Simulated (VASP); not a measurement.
# Si5Ge (F-43m) in VASP: further runs

The runs below take Si5Ge through single point, relaxation of cell and atoms, with PBE.

All numbers are computed with VASP 6.6.1; they aren't measurements. Logs are shortened: lines on timing, memory, paths and dates and some standing lists are left out, and cuts for length are marked.

### 1 The cell of the first run

It takes space group F-43m (No. 216, cubic). Conventional cell: a = 7.281 Å, b = 7.281 Å, c = 7.281 Å, α = 90.00°, β = 90.00°, γ = 90.00°. Si (site symmetry -43m) has 12 Si at 3.02 Å and 4 Ge at 3.15 Å within 4.0 Å. Within 3.4 Å of Si (site symmetry 3m) lie 9 Si at 2.56 to 3.02 Å and 3 Ge at 3.02 Å. Within 4.0 Å of Ge (site symmetry -43m) lie 16 Si at 3.02 to 3.15 Å.

### 2 Single point, PBE

INCAR

```
SYSTEM = Si5Ge
  ALGO = Normal
  EDIFF = 1E-7
  ENCUT = 520
  GGA = PE
  ISIF = 2
  ISMEAR = 0
  LASPH = .TRUE.
  LCHARG = .FALSE.
  LREAL = .FALSE.
  LWAVE = .FALSE.
  NBANDS = 26
  NELM = 60
  PREC = Accurate
  SIGMA = 0.1
```

KPOINTS

```
k-points
0
G
  4 4 4
  0 0 0
```

POSCAR

```
Si5Ge
1.0
    0.0000000000      3.6403924400      3.6403924400
    3.6403924400      0.0000000000      3.6403924400
    3.6403924400      3.6403924400      0.0000000000
Si Ge
5 1
Direct
    0.2500000000      0.2500000000      0.2500000000
    0.6242626200      0.1272121400      0.6242626200
    0.6242626200      0.6242626200      0.1272121400
    0.6242626200      0.6242626200      0.6242626200
    0.1272121400      0.6242626200      0.6242626200
    0.0000000000      0.0000000000      0.0000000000
```

Potentials or basis: VASP PAW PBE potentials, release 64 (Si, Ge_d).

Command:

```
$ cat potpaw_PBE.64/Si/POTCAR potpaw_PBE.64/Ge_d/POTCAR > POTCAR
$ mpirun -np 1 vasp_std > vasp.out
```

OUTCAR:

```text
SYSTEM = Si5Ge
   EDIFF = 1E-7
   ENCUT = 520
   GGA = PE
   ISIF = 2
   ISMEAR = 0
   LASPH = .TRUE.
   LREAL = .FALSE.
   NELM = 60
   PREC = Accurate

 ion  position               nearest neighbor table
   1  0.250  0.250  0.250-   2 3.02   5 3.02   3 3.02   5 3.02   2 3.02   3 3.02   4 3.02   4 3.02
                             4 3.02   3 3.02   5 3.02   2 3.02
   2  0.624  0.127  0.624-   3 2.56   4 2.56   5 2.56   5 2.59   3 2.59   4 2.59   1 3.02   1 3.02
                             1 3.02   6 3.02   6 3.02   6 3.02
   3  0.624  0.624  0.127-   2 2.56   4 2.56   5 2.56   2 2.59   5 2.59   4 2.59   1 3.02   1 3.02
                             1 3.02   6 3.02   6 3.02   6 3.02
   4  0.624  0.624  0.624-   2 2.56   3 2.56   5 2.56   5 2.59   2 2.59   3 2.59   1 3.02   1 3.02
                             1 3.02   6 3.02   6 3.02   6 3.02
   5  0.127  0.624  0.624-   2 2.56   3 2.56   4 2.56   2 2.59   3 2.59   4 2.59   1 3.02   1 3.02
                             1 3.02   6 3.02   6 3.02   6 3.02
   6  0.000  0.000  0.000-   2 3.02   3 3.02   5 3.02   4 3.02   4 3.02   4 3.02   2 3.02   2 3.02
                             5 3.02   3 3.02   3 3.02   5 3.02

  LATTYP: Found a face centered cubic cell.
 ALAT       =     7.2807848800

  Lattice vectors:

 A1 = (   0.0000000000,   3.6403924400,   3.6403924400)
 A2 = (   3.6403924400,   0.0000000000,   3.6403924400)
 A3 = (   3.6403924400,   3.6403924400,   0.0000000000)

Analysis of symmetry for initial positions (statically):
=====================================================================
 Subroutine PRICEL returns:
 Original cell was already a primitive cell.

 Routine SETGRP: Setting up the symmetry group for a
 face centered cubic supercell.

 Subroutine GETGRP returns: Found 24 space group operations
 (whereof 24 operations were pure point group operations)
 out of a pool of 48 trial point group operations.

The static configuration has the point symmetry T_d .

Analysis of symmetry for dynamics (positions and initial velocities):
=====================================================================
 Subroutine PRICEL returns:
 Original cell was already a primitive cell.

 Routine SETGRP: Setting up the symmetry group for a
 face centered cubic supercell.

 Subroutine GETGRP returns: Found 24 space group operations
 (whereof 24 operations were pure point group operations)
 out of a pool of 48 trial point group operations.

The dynamic configuration has the point symmetry T_d .

[... 91 lines left out ...]
   EDIFFG = 0.1E-05   stopping-criterion for IOM
   NSW    =      0    number of steps for IOM
   IBRION =     -1    ionic relax: 0-MD 1-quasi-New 2-CG
   NFREE  =      0    steps in history (QN), initial steepest desc. (CG)
   ISIF   =      2    stress and relaxation
   ISYM   =      2    0-nonsym 1-usesym 2-fastsym
   POTIM  = 0.5000    time-step for ionic-motion
   TEBEG  =    0.0;   TEEND  =   0.0 temperature during run
   PSTRESS=    0.0 pullay stress
   NELECT =      34.0000    total number of electrons
   NUPDOWN=      -1.0000    fix difference up-down
   EMIN   =  10.00;   EMAX   =-10.00  energy-range for DOS
   EFERMI =   0.00;   METHOD = LEGACY
   ISMEAR =     0;   SIGMA  =   0.10  broadening in eV -4-tet -1-fermi 0-gaus
   EFERMI_NEDOS =   21; number of points for ismear=-14 and -15
   IALGO  =     38    algorithm
   IMIX   =      4    mixing-type and parameters
     AMIX     =   0.40;   BMIX     =  1.00
     AMIX_MAG =   1.60;   BMIX_MAG =  1.00
  volume/ion in A,a.u.               =      16.08       108.52
  Fermi-wavevector in a.u.,A,eV,Ry     =   1.156315  2.185119 18.191874  1.337065
  Thomas-Fermi vector in A             =   2.292937
   LORBIT       =      0    0 simple, 1 ext, 2 COOP (PROOUT), +10 PAW based schemes
   GGA     = PE    functional components
   LHFCALC =     F    Hartree Fock is set to
   AEXX    =    0.0000 exact exchange contribution
   IVDW    =     0    specifies the selected vdW correction
   LEPSILON=     F    determine dielectric tensor
   LRPA    =     F    only Hartree local field effects (RPA)
 non-spin polarized calculation
 Gauss-broadening in eV      SIGMA  =   0.10
  energy-cutoff  :      520.00
  volume of cell :       96.49
 maximum number of plane-waves:      2637
 NGX is ok and might be reduce to    40
   NGX = 19   NGY = 19   NGZ = 19

 number of electron      33.9999989 magnetization

 Free energy of the ion-electron system (eV)
  ---------------------------------------------------
  ext. energy  EPLUGINS =         0.00000000
  ---------------------------------------------------
  free energy    TOTEN  =       -27.94359516 eV

  energy without entropy =      -27.92588224  energy(sigma->0) =      -27.93473870

 E-fermi :   8.7121     XC(G=0): -10.9659

 val. band max:        8.6581644264   @ k =   0.5000   0.2500   0.0000
 cond. band min:       8.8308496535   @ k =  -0.2500   0.5000   0.2500
 fundamental gap:      0.1726852271
 Fermi energy:         8.7120882340

 k-point     1 :       0.0000    0.0000    0.0000
  band No.  band energies     occupation
      1     -16.1283      2.00000
      2     -16.1283      2.00000
      3     -16.1275      2.00000
      4     -16.1275      2.00000
      5     -16.1275      2.00000
      6      -5.0760      2.00000
[... 221 lines left out ...]
     25      13.3726      0.00000
     26      13.8172      0.00000

------------------------ aborting loop because EDIFF is reached ----------------------------------------

  FORCE on cell =-STRESS in cart. coord.  units (eV):
  Direction    XX          YY          ZZ          XY          YZ          ZX
  --------------------------------------------------------------------------------------
  -------------------------------------------------------------------------------------
  Total       -0.7576045     -0.7576045     -0.7576045      0.0000000      0.0000000     -0.0000000
  in kB      -12.5799387    -12.5799387    -12.5799387      0.0000000      0.0000000     -0.0000000
  external PRESSURE =     -12.5799387 kB  Pullay stress =       0.0000000 kB

 VOLUME and BASIS-vectors are now :
 -----------------------------------------------------------------------------
  energy-cutoff  :      520.00
  volume of cell :       96.49
      direct lattice vectors                 reciprocal lattice vectors
     0.000000000  3.640392440  3.640392440    -0.137347829  0.137347829  0.137347829
     3.640392440  0.000000000  3.640392440     0.137347829 -0.137347829  0.137347829
     3.640392440  3.640392440  0.000000000     0.137347829  0.137347829 -0.137347829

 POSITION                                       TOTAL-FORCE (eV/Angst)
 -----------------------------------------------------------------------------------
      1.82020      1.82020      1.82020         0.000000      0.000000      0.000000
      2.73566      4.54512      2.73566        -0.069477      0.069477     -0.069477
      2.73566      2.73566      4.54512        -0.069477     -0.069477      0.069477
      4.54512      4.54512      4.54512         0.069477      0.069477      0.069477
      4.54512      2.73566      2.73566         0.069477     -0.069477     -0.069477
      0.00000      0.00000      0.00000         0.000000      0.000000      0.000000
 -----------------------------------------------------------------------------------
    total drift:                                0.000000      0.000000     -0.000001

  FREE ENERGIE OF THE ION-ELECTRON SYSTEM (eV)
  ---------------------------------------------------
  free  energy   TOTEN  =       -27.9435951566 eV

  energy  without entropy=      -27.9258822365  energy(sigma->0) =      -27.93473870
```

Run time: 18 s. Hardware: 1 thread of Intel Xeon Platinum 8488C (Sapphire Rapids), shared host; peak memory 0.24 GiB.

Results:

```
Free energy            : -27.9436 eV
Pressure               : -1.3 GPa
Largest force          : 0.120 eV/Å
Band gap on the k mesh : zero (band 17 reaches 8.91 eV, above the bottom of band 18 at 6.68 eV)
```

Forces in eV/Å, atoms in the order of the input:
```
Si   0.000  0.000  0.000
Si  -0.069  0.069 -0.069
Si  -0.069 -0.069  0.069
Si   0.069  0.069  0.069
Si   0.069 -0.069 -0.069
Ge   0.000  0.000  0.000
```

Caveat: the k points lie up to 0.37 Å⁻¹ apart.

### 3 Single point, PBE

This run uses another cell than the first one, of 15.93 Å³/atom, 0.991 times its volume.

INCAR

```
SYSTEM = Si5Ge
PREC     = Accurate       ! precision mode
ENCUT    = 520            ! plane-wave cutoff, eV
EDIFF    = 1E-6           ! SCF threshold, eV
ISMEAR   = 0              ! smearing method
SIGMA    = 0.1            ! smearing width, eV
LREAL    = .FALSE.        ! projectors in reciprocal space
LASPH    = .TRUE.         ! aspherical terms in the spheres
NELM     = 80             ! most SCF steps
ALGO     = Normal         ! electronic algorithm
ISIF     = 2              ! what is computed and relaxed
LWAVE    = .FALSE.        ! write WAVECAR
LCHARG   = .TRUE.         ! write CHGCAR
GGA      = PE             ! functional
LELF     = .TRUE.         ! ELF
LVHAR    = .TRUE.       
NBANDS   = 26             ! bands
```

KPOINTS

```
Automatic mesh
0
G
  10 10 10
  0 0 0
```

POSCAR

```
Si5Ge
1.0
    0.0000000000      3.6288950583      3.6288950583
    3.6288950583      0.0000000000      3.6288950583
    3.6288950583      3.6288950583      0.0000000000
Si Ge
5 1
Direct
    0.2500000000      0.2500000000      0.2500000000
    0.6247997913      0.1256006261      0.6247997913
    0.6247997913      0.6247997913      0.1256006261
    0.6247997913      0.6247997913      0.6247997913
    0.1256006261      0.6247997913      0.6247997913
    0.0000000000      0.0000000000      0.0000000000
```

Potentials or basis: VASP PAW PBE potentials, release 64 (Si, Ge_d).

Command:

```
$ cat potpaw_PBE.64/Si/POTCAR potpaw_PBE.64/Ge_d/POTCAR > POTCAR
$ mpirun -np 1 vasp_std > vasp.out
```

Wall time 76 s (1 thread of Intel Xeon Platinum 8488C (Sapphire Rapids), shared host); peak memory 0.29 GiB.

It converged, with:

* Free energy: -28.1520 eV
* Pressure: 0.0 GPa
* Band gap on the k mesh: zero (band 17 reaches 9.78 eV, above the bottom of band 18 at 6.77 eV)

Forces in eV/Å, atoms in the order of the input:
```
Si   0.000  0.000  0.000
Si  -0.001  0.001 -0.001
Si  -0.001 -0.001  0.001
Si   0.001  0.001  0.001
Si   0.001 -0.001 -0.001
Ge   0.000  0.000  0.000
```

Levels at points of the mesh, in eV from the Fermi level:
```
           k point  band 13  band 14  band 15  band 16  band 17  band 18  band 19  band 20  band 21  band 22
(0.00, 0.00, 0.00)    -5.11    -5.11    -4.60    -2.20    -2.20    -2.09    -2.09    -2.09     5.26     5.26
(0.50, 0.00, 0.00)    -5.23    -2.25    -1.37    -0.54    -0.54    -0.37    -0.37     2.83     3.44     3.81
(0.50, 0.50, 0.00)    -1.42    -0.33    -0.33     0.19     0.19     0.24     0.42     1.91     1.99     2.02
```

### 4 Relaxation of cell and atoms, PBE

INCAR

```
  PREC = Accurate
  ENCUT = 600
  EDIFF = 1E-7
  ISMEAR = 0
  SIGMA = 0.1
  LREAL = F
  LASPH = T
  NELM = 100
  ALGO = Normal
  ISIF = 3
  LWAVE = F
  LCHARG = F
  GGA = PE
  IBRION = 2
  NSW = 100
  EDIFFG = -0.01
```

KPOINTS

```
Automatic mesh
0
Gamma
  10 10 10
```

POSCAR

```
Si5Ge
1.0
    0.0000000000      3.6403924400      3.6403924400
    3.6403924400      0.0000000000      3.6403924400
    3.6403924400      3.6403924400      0.0000000000
Si Ge
5 1
Direct
    0.2500000000      0.2500000000      0.2500000000
    0.6242626200      0.1272121400      0.6242626200
    0.6242626200      0.6242626200      0.1272121400
    0.6242626200      0.6242626200      0.6242626200
    0.1272121400      0.6242626200      0.6242626200
    0.0000000000      0.0000000000      0.0000000000
```

Command:

```
$ cat potpaw_PBE.64/Si/POTCAR potpaw_PBE.64/Ge_d/POTCAR > POTCAR
$ mpirun -np 1 vasp_std > vasp.out
```

Run time: 3.7 min. Hardware: 1 thread of Intel Xeon Platinum 8488C (Sapphire Rapids), shared host; peak memory 0.33 GiB.

The run converged. Its results:

```
Free energy                            : -28.1524 eV
Relaxed volume                         : 15.93 Å³/atom
Relaxed cell                           : a = 5.132 Å, b = 5.132 Å, c = 5.132 Å, α = 60.00°, β = 60.00°, γ = 60.00°
Space group after relaxing (to 0.05 Å) : F-43m (No. 216)
Energy gained by relaxing              : 0.6 meV/atom
Ionic steps                            : 4
Pressure after relaxing                : 0.0 GPa
Band gap on the k mesh                 : zero (band 17 reaches 9.78 eV, above the bottom of band 18 at 6.77 eV)
```

The path:
| step | energy change (eV) | largest force (eV/Å) | pressure (GPa) | volume (Å³) |
| --- | --- | --- | --- | --- |
| 1 | 0.0000 | 0.1200 | -0.73 | 96.49 |
| 2 | -0.0037 | 0.0208 | 0.11 | 95.47 |
| 3 | -0.0037 | 0.0236 | 0.08 | 95.49 |
| 4 | -0.0038 | 0.0004 | 0.01 | 95.59 |

Final structure:
```cif
data_structure
_symmetry_space_group_name_H-M 'P 1'
_symmetry_Int_Tables_number 1
_cell_length_a 5.1322
_cell_length_b 5.1322
_cell_length_c 5.1322
_cell_angle_alpha 60.000
_cell_angle_beta 60.000
_cell_angle_gamma 60.000
_cell_volume 95.59
loop_
_atom_site_label
_atom_site_type_symbol
_atom_site_fract_x
_atom_site_fract_y
_atom_site_fract_z
_atom_site_occupancy
Si1 Si 0.25000 0.25000 0.25000 1
Si2 Si 0.62481 0.12557 0.62481 1
Si3 Si 0.62481 0.62481 0.12557 1
Si4 Si 0.62481 0.62481 0.62481 1
Si5 Si 0.12557 0.62481 0.62481 1
Ge1 Ge 0.00000 0.00000 0.00000 1
```

Levels at points of the mesh, in eV from the Fermi level:
```
           k point  band 13  band 14  band 15  band 16  band 17  band 18  band 19  band 20  band 21
(0.00, 0.00, 0.00)    -5.11    -5.11    -4.60    -2.20    -2.20    -2.09    -2.09    -2.09     5.26
(0.50, 0.00, 0.00)    -5.23    -2.25    -1.37    -0.54    -0.54    -0.37    -0.37     2.83     3.44
(0.50, 0.50, 0.00)    -1.42    -0.33    -0.33     0.19     0.19     0.24     0.42     1.91     2.00
```

### 5 Overview

| task | cell | k mesh | cutoff (eV) | gap on the mesh (eV) | pressure (GPa) |
| --- | --- | --- | --- | --- | --- |
| single point | a = 5.148 Å, angles 60.0°, 6 atoms | 4 × 4 × 4 | 520 | none | -1.3 |
| single point | a = 5.132 Å, angles 60.0°, 6 atoms | 10 × 10 × 10 | 520 | none | 0.0 |
| relaxation of cell and atoms | relaxed from a = 5.148 Å, angles 60.0°, 6 atoms | 10 × 10 × 10 | 600 | none | 0.0 |

Alike in all rows: level PBE; potentials or basis VASP PAW PBE potentials, release 64 (Si, Ge_d); no spin polarisation; smearing gaussian 0.1 eV.

Caveats: some runs use coarse meshes.

Absolute energies hang on the potentials; compare differences alone.
